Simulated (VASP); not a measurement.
# Hf (Fm-3m) in VASP: further runs, part 2 of 2

VASP 6.6.1. The steps go on from the part before.

### 3 Single point, PBEsol (volume scaled by 0.88)

File INCAR:

```
SYSTEM = Hf
PREC     = Accurate       ! precision mode
ENCUT    = 520            ! plane-wave cutoff, eV
EDIFF    = 1E-6           ! SCF threshold, eV
ISMEAR   = -1             ! smearing method
SIGMA    = 0.1            ! smearing width, eV
LREAL    = .False.        ! projectors in reciprocal space
LASPH    = .True.         ! aspherical terms in the spheres
NELM     = 60             ! most SCF steps
ALGO     = Normal         ! electronic algorithm
ISIF     = 2              ! what is computed and relaxed
LWAVE    = .False.        ! write WAVECAR
LCHARG   = .False.        ! write CHGCAR
GGA      = PS             ! functional
NBANDS   = 11             ! bands
```

File KPOINTS:

```
regular mesh
0
Gamma
  14 14 14
  0 0 0
```

File POSCAR:

```
Hf
1.0
    0.0000000000      2.1175052892      2.1175052892
    2.1175052892      0.0000000000      2.1175052892
    2.1175052892      2.1175052892      0.0000000000
Hf
1
Direct
    0.0000000000      0.0000000000      0.0000000000
```

Potentials or basis: VASP PAW PBE potentials, release 64 (Hf_pv).

The run is started by

```sh
> cat potpaw_PBE.64/Hf_pv/POTCAR > POTCAR
> mpirun -np 1 vasp_std > vasp.out
```

OUTCAR:

```text
SYSTEM = Hf
   PREC = Accurate
   ENCUT = 520
   EDIFF = 1E-6
   ISMEAR = -1
   LREAL = .False.
   LASPH = .True.
   NELM = 60
   ISIF = 2
   GGA = PS

 ion  position               nearest neighbor table
   1  0.000  0.000  0.000-

  LATTYP: Found a face centered cubic cell.
 ALAT       =     4.2350105784

  Lattice vectors:

 A1 = (   0.0000000000,   2.1175052892,   2.1175052892)
 A2 = (   2.1175052892,   0.0000000000,   2.1175052892)
 A3 = (   2.1175052892,   2.1175052892,   0.0000000000)

Analysis of symmetry for initial positions (statically):
=====================================================================
 Subroutine PRICEL returns:
 Original cell was already a primitive cell.

 Routine SETGRP: Setting up the symmetry group for a
 face centered cubic supercell.

 Subroutine GETGRP returns: Found 48 space group operations
 (whereof 48 operations were pure point group operations)
 out of a pool of 48 trial point group operations.

The static configuration has the point symmetry O_h .

Analysis of symmetry for dynamics (positions and initial velocities):
[... 163 lines left out ...]

 k-point     1 :       0.0000    0.0000    0.0000
  band No.  band energies     occupation
      1     -23.5859      2.00000
      2     -23.5859      2.00000
      3     -23.5859      2.00000
      4      -1.9739      2.00000
      5       7.2037      0.00000
      6       7.2037      0.00000
      7       7.2037      0.00000
      8      10.6303      0.00000
      9      10.6303      0.00000
     10      17.6988      0.00000
     11      19.3676      0.00000
[... 309 lines left out ...]
 k-point    24 :       0.2857    0.1429    0.0000
  band No.  band energies     occupation
      1     -24.3094      2.00000
      2     -23.7747      2.00000
      3     -23.7616      2.00000
      4       0.6981      2.00000
      5       5.1963      1.99386
      6       7.2277      0.00000
      7       8.3417      0.00000
      8       9.7018      0.00000
      9      11.7061      0.00000
     10      19.3430      0.00000
     11      19.7870      0.00000

 [... further k-points ...]

------------------------ aborting loop because EDIFF is reached ----------------------------------------

  FORCE on cell =-STRESS in cart. coord.  units (eV):
  Direction    XX          YY          ZZ          XY          YZ          ZX
  --------------------------------------------------------------------------------------
  -------------------------------------------------------------------------------------
  Total        2.0097178      2.0097178      2.0097178     -0.0000000      0.0000000     -0.0000000
  in kB      169.5673212    169.5673212    169.5673212     -0.0000000      0.0000000     -0.0000000
  external PRESSURE =     169.5673212 kB  Pullay stress =       0.0000000 kB

 VOLUME and BASIS-vectors are now :
 -----------------------------------------------------------------------------
  energy-cutoff  :      520.00
  volume of cell :       18.99
      direct lattice vectors                 reciprocal lattice vectors
     0.000000000  2.117505289  2.117505289    -0.236126919  0.236126919  0.236126919
     2.117505289  0.000000000  2.117505289     0.236126919 -0.236126919  0.236126919
     2.117505289  2.117505289  0.000000000     0.236126919  0.236126919 -0.236126919

 POSITION                                       TOTAL-FORCE (eV/Angst)
 -----------------------------------------------------------------------------------
      0.00000      0.00000      0.00000         0.000000      0.000000      0.000000
 -----------------------------------------------------------------------------------
    total drift:                               -0.000000      0.000000      0.000000

  FREE ENERGIE OF THE ION-ELECTRON SYSTEM (eV)
  ---------------------------------------------------
  free  energy   TOTEN  =       -10.3351056665 eV

  energy  without entropy=      -10.2950843901  energy(sigma->0) =      -10.31509503
```

It took 12 s on 1 thread of Intel Xeon 6975P-C, shared host; peak memory 0.15 GiB.

Results:

* Free energy: -10.3351 eV
* Pressure: 17.0 GPa
* Band gap on the k mesh: zero (band 5 reaches 7.20 eV, above the bottom of band 6 at 4.97 eV)

Caveat: the PAW data sets were made with another functional, which shifts forces and pressure a little; spin-orbit coupling is left out, which moves the levels of the heavy elements.

### 4 Single point, PBEsol (volume scaled by 0.92)

File INCAR:

```
SYSTEM = Hf
ALGO     = Normal         ! electronic algorithm
EDIFF    = 1E-6           ! SCF threshold, eV
ENCUT    = 520            ! plane-wave cutoff, eV
GGA      = PS             ! functional
ISIF     = 2              ! what is computed and relaxed
ISMEAR   = -1             ! smearing method
LASPH    = .True.         ! aspherical terms in the spheres
LCHARG   = .False.        ! write CHGCAR
LREAL    = .False.        ! projectors in reciprocal space
LWAVE    = .False.        ! write WAVECAR
NBANDS   = 11             ! bands
NELM     = 100            ! most SCF steps
PREC     = Accurate       ! precision mode
SIGMA    = 0.1            ! smearing width, eV
```

File KPOINTS:

```
k-points
0
Gamma
  14 14 14
  0 0 0
```

File POSCAR:

```
Hf
1.0
    0.0000000000      2.1491145059      2.1491145059
    2.1491145059      0.0000000000      2.1491145059
    2.1491145059      2.1491145059      0.0000000000
Hf
1
Direct
    0.0000000000      0.0000000000      0.0000000000
```

The run is started by

```sh
> cat potpaw_PBE.64/Hf_pv/POTCAR > POTCAR
> mpirun -np 1 vasp_std > vasp.out
```

Wall time 12 s (1 thread of Intel Xeon 6975P-C, shared host); peak memory 0.15 GiB.

Results (log left out):

- Free energy: -10.4074 eV
- Pressure: 10.1 GPa
- Band gap on the k mesh: zero (band 5 reaches 6.86 eV, above the bottom of band 6 at 4.68 eV)

Levels at points of the mesh, in eV from the Fermi level:
| k point | band 1 | band 2 | band 3 | band 4 | band 5 | band 6 | band 7 | band 8 | band 9 | band 10 |
| --- | --- | --- | --- | --- | --- | --- | --- | --- | --- | --- |
| (0.00, 0.00, 0.00) | -29.52 | -29.52 | -29.52 | -7.61 | 1.43 | 1.43 | 1.43 | 4.67 | 4.67 | 11.77 |
| (0.50, 0.00, 0.00) | -30.73 | -29.68 | -29.68 | -4.01 | 1.07 | 1.15 | 1.15 | 7.18 | 7.18 | 10.97 |
| (0.50, 0.50, 0.00) | -30.65 | -29.95 | -29.95 | -3.80 | -2.60 | 3.27 | 7.19 | 7.94 | 7.94 | 10.98 |

Caveat: the PAW data sets were made with another functional, which shifts forces and pressure a little; spin-orbit coupling is left out, which moves the levels of the heavy elements.

### 5 Overview

| cell | k mesh | gap on the mesh (eV) | pressure (GPa) |
| --- | --- | --- | --- |
| a = 3.125 Å, angles 60.0°, 1 atom | 12 × 12 × 12 | none | -0.4 |
| a = 2.995 Å, angles 60.0°, 1 atom | 14 × 14 × 14 | none | 17.0 |
| a = 3.039 Å, angles 60.0°, 1 atom | 14 × 14 × 14 | none | 10.1 |

Alike in all rows: task single point; level PBEsol; potentials or basis VASP PAW PBE potentials, release 64 (Hf_pv); no spin polarisation; cutoff (eV) 520; smearing fermi-dirac 0.1 eV.

Caveats: the PAW data sets were made with another functional, which shifts forces and pressure a little; spin-orbit coupling is left out, which moves the levels of the heavy elements.

Total energies depend on the potentials used, so only differences within one code and one set of settings carry meaning.
